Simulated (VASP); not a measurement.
Set up this calculation in VASP 6.6.1, as the native input.

```
Task                   : single point
Functional             : PBEsol
Potentials or basis    : VASP PAW PBE potentials, release 64 (In_d, Pd)
Cutoff                 : 500 eV
k mesh                 : 8 × 8 × 8
Occupations            : fermi-dirac, width 0.05 eV
Spin                   : no spin polarisation
Dipole correction      : no
Further INCAR settings : ALGO = Normal; EDIFF = 1e-06; NBANDS = 18
```

The structure of InPd lies in POSCAR:

```
InPd
1.0
    3.2467612934      0.0000000000      0.0000000000
    0.0000000000      3.2467612934      0.0000000000
    0.0000000000      0.0000000000      3.2467612934
In Pd
1 1
Direct
    0.0000000000      0.0000000000      0.0000000000
    0.5000000000      0.5000000000      0.5000000000
```

One way to write it, as run:

INCAR

```
PREC = Accurate ; ENCUT = 500
EDIFF = 1E-6 ; ISMEAR = -1
SIGMA = 0.05 ; LREAL = False
LASPH = True ; NELM = 120
ALGO = Normal ; ISIF = 2
LWAVE = False ; LCHARG = True
GGA = PS ; LELF = True
LVHAR = True ; NBANDS = 18
GGA_COMPAT = False
```

KPOINTS

```
regular mesh
0
Gamma
  8 8 8
```

Potentials or basis: VASP PAW PBE potentials, release 64 (In_d, Pd).

Run with:

```bash
$ cat potpaw_PBE.64/In_d/POTCAR potpaw_PBE.64/Pd/POTCAR > POTCAR
$ mpirun -np 1 vasp_std > vasp.out
```

Results of the run:

The pressure is 0.2 GPa.

Caveat: the PAW data sets were made with another functional, which shifts forces and pressure a little.

Run time: 5.2 s on 1 thread of Intel(R) Xeon(R) 6975P-C (Granite Rapids), with other jobs on the host, peak memory 0.14 GiB.
